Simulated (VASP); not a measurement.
# Cu12N in VASP: single point with PBE

Aim: the single point of Cu12N with PBE.

Everything below comes from runs of VASP 6.6.1. Logs are shortened: lines on timing, memory, paths and dates and some standing lists are left out, and cuts for length are marked.

### 1 The cell of the first run

The cell holds a slab with vacuum, 13 atoms: a = 5.132 Å, b = 5.132 Å, c = 19.028 Å, α = 90.00°, β = 90.00°, γ = 90.00°.

### 2 Single point, PBE

INCAR reads:

```
  PREC = Accurate
  ENCUT = 520
  EDIFF = 1E-6
  ISMEAR = 0
  SIGMA = 0.1
  LREAL = F
  LASPH = T
  NELM = 100
  ALGO = Normal
  ISIF = 2
  LWAVE = F
  LCHARG = T
  LDIPOL = T
  IDIPOL = 3
  DIPOL = 0.5 0.5 0.315
  GGA = PE
  LELF = T
  LVHAR = T
  LVACPOTAV = T
  NBANDS = 80
```

KPOINTS reads:

```
regular mesh
0
Gamma
  5 5 1
```

POSCAR reads:

```
Cu12N
1.0
    5.1319544695      0.0000000000      0.0000000000
    0.0000000000      5.1319544695      0.0000000000
    0.0000000000      0.0000000000     19.0279314499
Cu N
12 1
Direct
    0.2500000000      0.2500000000      0.2102172803
    0.2500000000      0.7500000000      0.2102172803
    0.7500000000      0.2500000000      0.2102172803
    0.7500000000      0.7500000000      0.2102172803
    0.0000000000      0.0000000000      0.3029241295
    0.0000000000      0.5000000000      0.3029241295
    0.5000000000      0.0000000000      0.3029241295
    0.5000000000      0.5000000000      0.3029241295
    0.2500000000      0.2500000000      0.3956253190
    0.2500000000      0.7500000000      0.3956253190
    0.7500000000      0.2500000000      0.3956253190
    0.7500000000      0.7500000000      0.3956253190
    0.3333333333      0.5000000000      0.4560405404
```

Potentials or basis: VASP PAW PBE potentials, release 64 (Cu, N).

On the command line:

```console
> cat potpaw_PBE.64/Cu/POTCAR potpaw_PBE.64/N/POTCAR > POTCAR
> mpirun -np 1 vasp_std > vasp.out
```

OUTCAR:

```text
PREC = Accurate
   ENCUT = 520
   EDIFF = 1E-6
   ISMEAR = 0
   LREAL = F
   LASPH = T
   NELM = 100
   ISIF = 2
   GGA = PE

 ion  position               nearest neighbor table
   1  0.250  0.250  0.210-   5 2.53   6 2.53   7 2.53   8 2.53   2 2.57   3 2.57   2 2.57   3 2.57

   2  0.250  0.750  0.210-   5 2.53   6 2.53   7 2.53   8 2.53   1 2.57   4 2.57   1 2.57   4 2.57

   3  0.750  0.250  0.210-   5 2.53   6 2.53   7 2.53   8 2.53   1 2.57   4 2.57   4 2.57   1 2.57
[... 4 lines left out ...]
                             6 2.57   7 2.57   6 2.57   7 2.57
   6  0.000  0.500  0.303-   9 2.53  10 2.53  11 2.53  12 2.53   1 2.53   2 2.53   3 2.53   4 2.53
                             5 2.57   8 2.57   5 2.57   8 2.57
   7  0.500  0.000  0.303-   9 2.53  10 2.53  11 2.53  12 2.53   1 2.53   2 2.53   3 2.53   4 2.53
                             5 2.57   8 2.57   8 2.57   5 2.57
   8  0.500  0.500  0.303-   9 2.53  10 2.53  11 2.53  12 2.53   1 2.53   2 2.53   3 2.53   4 2.53
                             6 2.57   7 2.57   7 2.57   6 2.57
   9  0.250  0.250  0.396-  13 1.77   6 2.53   7 2.53   8 2.53   5 2.53  11 2.57  10 2.57  10 2.57
                            11 2.57
  10  0.250  0.750  0.396-  13 1.77   6 2.53   7 2.53   8 2.53   5 2.53  12 2.57   9 2.57   9 2.57
                            12 2.57
  11  0.750  0.250  0.396-   5 2.53   6 2.53   7 2.53   8 2.53   9 2.57  12 2.57  12 2.57   9 2.57

  12  0.750  0.750  0.396-   5 2.53   6 2.53   7 2.53   8 2.53  10 2.57  11 2.57  11 2.57  10 2.57

  13  0.333  0.500  0.456-   9 1.77  10 1.77

  LATTYP: Found a simple tetragonal cell.
 ALAT       =     5.1319544695
 C/A-ratio  =     3.7077358272

  Lattice vectors:

 A1 = (   5.1319544695,   0.0000000000,   0.0000000000)
 A2 = (   0.0000000000,   5.1319544695,   0.0000000000)
 A3 = (   0.0000000000,   0.0000000000,  19.0279314499)

Analysis of symmetry for initial positions (statically):
=====================================================================
 Subroutine PRICEL returns:
 Original cell was already a primitive cell.

 Routine SETGRP: Setting up the symmetry group for a
 simple tetragonal supercell.

 Subroutine GETGRP returns: Found  2 space group operations
 (whereof  2 operations were pure point group operations)
 out of a pool of 16 trial point group operations.

The static configuration has the point symmetry C_1h.

Analysis of symmetry for dynamics (positions and initial velocities):
=====================================================================
 Subroutine PRICEL returns:
 Original cell was already a primitive cell.

 Routine SETGRP: Setting up the symmetry group for a
 simple tetragonal supercell.

 Subroutine GETGRP returns: Found  2 space group operations
 (whereof  2 operations were pure point group operations)
 out of a pool of 16 trial point group operations.

The dynamic configuration has the point symmetry C_1h.

 Subroutine INISYM returns: Found  2 space group operations
 (whereof  2 operations are pure point group operations),
 and found     1 'primitive' translations

----------------------------------------------------------------------------------------

                                     Primitive cell

  volume of cell :     501.1378

  direct lattice vectors                    reciprocal lattice vectors
     5.131954470  0.000000000  0.000000000     0.194857535  0.000000000  0.000000000
     0.000000000  5.131954470  0.000000000     0.000000000  0.194857535  0.000000000
     0.000000000  0.000000000 19.027931450     0.000000000  0.000000000  0.052554320

  length of vectors
     5.131954470  5.131954470 19.027931450     0.194857535  0.194857535  0.052554320

  position of ions in fractional coordinates (direct lattice)
     0.250000000  0.250000000  0.210217280
     0.250000000  0.750000000  0.210217280
     0.750000000  0.250000000  0.210217280
     0.750000000  0.750000000  0.210217280
     0.000000000  0.000000000  0.302924129
     0.000000000  0.500000000  0.302924129
     0.500000000  0.000000000  0.302924129
     0.500000000  0.500000000  0.302924129
     0.250000000  0.250000000  0.395625319
     0.250000000  0.750000000  0.395625319
     0.750000000  0.250000000  0.395625319
     0.750000000  0.750000000  0.395625319
     0.333333333  0.500000000  0.456040540

[... 30 lines left out ...]

  Length of vectors
     0.038971507  0.038971507  0.052554320

  Shift w.r.t. Gamma in fractional coordinates (k-lattice)
     0.000000000  0.000000000  0.000000000

 Subroutine IBZKPT returns following result:
 ===========================================

 Found      9 irreducible k-points:

 Following reciprocal coordinates:
            Coordinates               Weight
  0.000000  0.000000  0.000000      1.000000
  0.200000  0.000000  0.000000      2.000000
  0.000000  0.200000  0.000000      2.000000
  0.400000  0.000000  0.000000      2.000000
  0.000000  0.400000  0.000000      2.000000
  0.200000  0.200000  0.000000      4.000000
  0.400000  0.200000  0.000000      4.000000
 -0.200000  0.400000  0.000000      4.000000
  0.400000  0.400000  0.000000      4.000000
   k-points           NKPTS =      9   k-points in BZ     NKDIM =      9   number of bands    NBANDS=     80
   number of dos      NEDOS =    301   number of ions     NIONS =     13
   total plane-waves  NPLWV = 230400
   dimension x,y,z NGX =    40 NGY =   40 NGZ =  144
   dimension x,y,z NGXF=    80 NGYF=   80 NGZF=  288
   ions per type =              12   1
   NGX,Y,Z   is equivalent  to a cutoff of  12.96, 12.96, 12.58 a.u.
   NGXF,Y,Z  is equivalent  to a cutoff of  25.92, 25.92, 25.16 a.u.
 SYSTEM =  unknown system
   PREC   = accura    normal or accurate (medium, high low for compatibility)
   ISTART =      0    job   : 0-new  1-cont  2-samecut
   ICHARG =      2    charge: 1-file 2-atom 10-const
   ISPIN  =      1    spin polarized calculation?
   LNONCOLLINEAR =      F non collinear calculations
   LSORBIT =      F    spin-orbit coupling
   LASPH  =      T    aspherical Exc in radial PAW
   ENCUT  =  520.0 eV  38.22 Ry    6.18 a.u.   9.54  9.54 35.38*2*pi/ulx,y,z
   NELM   =    100;   NELMIN=  2; NELMDL= -5     # of ELM steps
   EDIFF  = 0.1E-05   stopping-criterion for ELM
   LREAL  =      F    real-space projection
   EDIFFG = 0.1E-04   stopping-criterion for IOM
   NSW    =      0    number of steps for IOM
   IBRION =     -1    ionic relax: 0-MD 1-quasi-New 2-CG
   NFREE  =      0    steps in history (QN), initial steepest desc. (CG)
   ISIF   =      2    stress and relaxation
   ISYM   =      2    0-nonsym 1-usesym 2-fastsym
   POTIM  = 0.5000    time-step for ionic-motion
   TEBEG  =    0.0;   TEEND  =   0.0 temperature during run
   PSTRESS=    0.0 pullay stress
   NELECT =     137.0000    total number of electrons
   NUPDOWN=      -1.0000    fix difference up-down
   EMIN   =  10.00;   EMAX   =-10.00  energy-range for DOS
   EFERMI =   0.00;   METHOD = LEGACY
   ISMEAR =     0;   SIGMA  =   0.10  broadening in eV -4-tet -1-fermi 0-gaus
   EFERMI_NEDOS =   21; number of points for ismear=-14 and -15
   IALGO  =     38    algorithm
   IMIX   =      4    mixing-type and parameters
     AMIX     =   0.40;   BMIX     =  1.00
     AMIX_MAG =   1.60;   BMIX_MAG =  1.00
  volume/ion in A,a.u.               =      38.55       260.14
  Fermi-wavevector in a.u.,A,eV,Ry     =   1.062501  2.007836 15.359727  1.128908
  Thomas-Fermi vector in A             =   2.197954
   LORBIT       =      0    0 simple, 1 ext, 2 COOP (PROOUT), +10 PAW based schemes
   GGA     = PE    functional components
   LHFCALC =     F    Hartree Fock is set to
   AEXX    =    0.0000 exact exchange contribution
   IVDW    =     0    specifies the selected vdW correction
   LEPSILON=     F    determine dielectric tensor
   LRPA    =     F    only Hartree local field effects (RPA)
 non-spin polarized calculation
 Gauss-broadening in eV      SIGMA  =   0.10
  energy-cutoff  :      520.00
  volume of cell :      501.14
 maximum number of plane-waves:     13595
 NGX is ok and might be reduce to    40
   NGX = 19   NGY = 19   NGZ = 71

 dipolmoment           0.000000      0.000000     -0.249074 electrons x Angstroem

 number of electron     136.9999787 magnetization

 dipolmoment           0.000000      0.000000      0.183738 electrons x Angstroem

 Free energy of the ion-electron system (eV)
  ---------------------------------------------------
  ext. energy  EPLUGINS =         0.00000000
  ---------------------------------------------------
  free energy    TOTEN  =       -46.24148752 eV

  energy without entropy =      -46.21896199  energy(sigma->0) =      -46.23022475

 E-fermi :  -1.3223     XC(G=0):  -4.7253

 val. band max:       -1.3738124186   @ k =   0.4000   0.0000   0.0000
 cond. band min:      -1.3196249102   @ k =   0.2000   0.0000   0.0000
 fundamental gap:      0.0541875084
 Fermi energy:        -1.3222927622

 k-point     1 :       0.0000    0.0000    0.0000
  band No.  band energies     occupation
      1     -15.1835      2.00000
      2      -9.6225      2.00000
      3      -7.0178      2.00000
      4      -6.3207      2.00000
      5      -6.2628      2.00000
      6      -6.2481      2.00000
[... 736 lines left out ...]
     79       4.3666      0.00000
     80       4.4771      0.00000

------------------------ aborting loop because EDIFF is reached ----------------------------------------

  FORCE on cell =-STRESS in cart. coord.  units (eV):
  Direction    XX          YY          ZZ          XY          YZ          ZX
  --------------------------------------------------------------------------------------
  -------------------------------------------------------------------------------------
  Total       -4.0387116     -0.6031981      1.6835949      0.0000000      0.0000000      0.9796880
  in kB      -12.9120814     -1.9284721      5.3825866      0.0000000      0.0000000      3.1321403
  external PRESSURE =      -3.1526556 kB  Pullay stress =       0.0000000 kB

 VOLUME and BASIS-vectors are now :
 -----------------------------------------------------------------------------
  energy-cutoff  :      520.00
  volume of cell :      501.14
      direct lattice vectors                 reciprocal lattice vectors
     5.131954470  0.000000000  0.000000000     0.194857535  0.000000000  0.000000000
     0.000000000  5.131954470  0.000000000     0.000000000  0.194857535  0.000000000
     0.000000000  0.000000000 19.027931450     0.000000000  0.000000000  0.052554320

 POSITION                                       TOTAL-FORCE (eV/Angst)
 -----------------------------------------------------------------------------------
      1.28299      1.28299      4.00000        -0.032461      0.004544     -0.025137
      1.28299      3.84897      4.00000        -0.032461     -0.004544     -0.025137
      3.84897      1.28299      4.00000         0.027644     -0.043018      0.008711
      3.84897      3.84897      4.00000         0.027644      0.043018      0.008711
      0.00000      0.00000      5.76402         0.000881      0.000000     -0.042365
      0.00000      2.56598      5.76402        -0.061454      0.000000     -0.225802
      2.56598      0.00000      5.76402         0.008181      0.000000     -0.122728
      2.56598      2.56598      5.76402         0.110740      0.000000     -0.468113
      1.28299      1.28299      7.52793        -0.342483     -0.826186      0.153293
      1.28299      3.84897      7.52793        -0.342483      0.826186      0.153293
      3.84897      1.28299      7.52793        -0.138139      0.014532      0.230927
      3.84897      3.84897      7.52793        -0.138139     -0.014532      0.230927
      1.71065      2.56598      8.67751         0.912530      0.000000      0.123421
 -----------------------------------------------------------------------------------
    total drift:                               -0.000110      0.000000      0.001044

  FREE ENERGIE OF THE ION-ELECTRON SYSTEM (eV)
  ---------------------------------------------------
  free  energy   TOTEN  =       -46.2414875206 eV

  energy  without entropy=      -46.2189619863  energy(sigma->0) =      -46.23022475

 vacuum level on the upper side and lower side of the slab         4.439         3.177
```

Run time: 12 min. Hardware: 1 thread of Intel Xeon 6975P-C (Granite Rapids), shared host; peak memory 0.63 GiB.

What came out:

- Free energy: -46.2415 eV
- Largest force: 0.921 eV/Å
- Band gap on the k mesh: zero (an odd number of electrons rules out a gap without spin polarisation)

Forces on the atoms (eV/Å):
```
Cu  -0.032  0.005 -0.025
Cu  -0.032 -0.005 -0.025
Cu   0.028 -0.043  0.009
Cu   0.028  0.043  0.009
Cu   0.001  0.000 -0.042
Cu  -0.061  0.000 -0.226
Cu   0.008  0.000 -0.123
Cu   0.111  0.000 -0.468
Cu  -0.342 -0.826  0.153
Cu  -0.342  0.826  0.153
Cu  -0.138  0.015  0.231
Cu  -0.138 -0.015  0.231
N    0.913  0.000  0.123
```

Levels at points of the mesh, in eV from the Fermi level:
```
           k point  band 65  band 66  band 67  band 68  band 69  band 70  band 71  band 72
(0.00, 0.00, 0.00)    -0.87    -0.44    -0.41    -0.29    -0.27    -0.06    -0.05     0.86
```

With open d or f shells a metallic result of PBE can be an artefact of self-interaction; +U or a hybrid may open a gap.

The gap in the log of VASP goes by the Fermi energy; the results here count the filled bands.